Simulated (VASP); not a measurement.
Ti4C, 5 atoms in the cell. The cell holds a slab with vacuum, 5 atoms: a = 2.938 Å, b = 2.938 Å, c = 22.405 Å, α = 90.00°, β = 90.00°, γ = 120.00°. 

| Property | Result |
| --- | --- |
| Program | VASP 6.6.1 |
| Task | relaxation of the atoms |
| Functional | PBE |
| Potentials or basis | VASP PAW PBE potentials, release 64 (Ti_sv, C) |
| Cutoff | 520 eV |
| k mesh | 9 × 9 × 1 |
| Occupations | gaussian, width 0.1 eV |
| Spin | no spin polarisation |
| Dipole correction | yes |
| Atoms held fixed (from 0) | [0, 1, 2, 3] |
| Further INCAR settings | ALGO = Normal; EDIFF = 1e-06; IBRION = 2; EDIFFG = -0.025; NSW = 36 |
| Atoms held along some axes (from 0) | atom 4 along a and b |

Potentials or basis: VASP PAW PBE potentials, release 64 (Ti_sv, C).

Launch:

```console
$ cat potpaw_PBE.64/Ti_sv/POTCAR potpaw_PBE.64/C/POTCAR > POTCAR
$ mpirun -np 4 vasp_std > vasp.out
```

Hardware: 4 MPI ranks on Intel(R) Xeon(R) Platinum 8375C CPU @ 2.90GHz (Ice Lake), with other jobs on the host.

Question: How long does it take, and how much memory?

Answer: It took 6.9 min on 4 MPI ranks on Intel(R) Xeon(R) Platinum 8375C CPU @ 2.90GHz (Ice Lake), on a shared host, peak memory 0.41 GiB a rank. Counts: scf iterations 66, k points 41, ion steps 3.
